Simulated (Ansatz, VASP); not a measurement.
## Two plane-wave programs on C

The input INCAR:

```
SYSTEM = C
PREC     = Accurate       ! precision mode
ENCUT    = 600            ! plane-wave cutoff, eV
EDIFF    = 1E-6           ! SCF threshold, eV
ISMEAR   = 0              ! smearing method
SIGMA    = 0.1            ! smearing width, eV
LREAL    = .False.        ! projectors in reciprocal space
LASPH    = .True.         ! aspherical terms in the spheres
NELM     = 100            ! most SCF steps
ALGO     = Normal         ! electronic algorithm
ISIF     = 3              ! what is computed and relaxed
LWAVE    = .False.        ! write WAVECAR
LCHARG   = .False.        ! write CHGCAR
GGA      = PE             ! functional
IBRION   = 2              ! ionic algorithm
NSW      = 100            ! ionic steps
EDIFFG   = -0.01          ! ionic threshold
```

KPOINTS

```
regular mesh
0
Gamma
  24 24 12
  0 0 0
```

POSCAR

```
C
1.0
    2.4664849237      0.0000000000      0.0000000000
   -1.2332424619      2.1360386020      0.0000000000
    0.0000000000      0.0000000000      4.4227244991
C
2
Direct
    0.6666666667      0.3333333333      0.5000000000
    0.3333333333      0.6666666667      0.5000000000
```

Input for Ansatz:

```yaml
crystal:
  lattice:
    - [2.4664849237, 0.0, 0.0]
    - [-1.2332424619, 2.136038602, 0.0]
    - [0.0, 0.0, 4.4227244991]
  atoms:
    - { symbol: C, position: [0.6666666667, 0.3333333333, 0.5] }
    - { symbol: C, position: [0.3333333333, 0.6666666667, 0.5] }
basis:
  ecutwfc: 420
kpoints:
  mp_grid: { grid: [24, 24, 12] }
hamiltonian:
  xc: pbe
scf:
  occupations: { method: gaussian, width: 0.1 }
output:
  forces: true
  stress: true
  eigenvalues: true
relax:
  adjacent_minimum: "off"
  f_tol: 0.01
  max_steps: 80
  cell: { stress_tol: 0.05 }
```

Alike in both runs: task relaxation of cell and atoms; functional PBE; k mesh 24 × 24 × 12; occupations gaussian, width 0.1 eV; no spin polarisation.

|  | VASP | Ansatz |
| --- | --- | --- |
| version | VASP 6.6.1 | Ansatz 0.2.0 |
| potentials or method | VASP PAW PBE potentials, release 64 (C), cutoff 600 eV | scalar-relativistic, plane waves, PAW |
| valence electrons in the cell | 8 | 8 |

```tsv
	VASP	Ansatz	Ansatz less VASP
gap on the k mesh at the Fermi level, each at its own relaxed structure (eV)	none	none	-
relaxed volume (Å³/atom)	10.92	11.65	+0.732
relaxed length of the cell vector where the two differ most in proportion (Å)	4.145	4.423	+0.2777
```

A gap of «none» marks a metal or a gap that the smearing closes. One of these differences is far larger than is usual between the two programs; its cause wasn't traced.
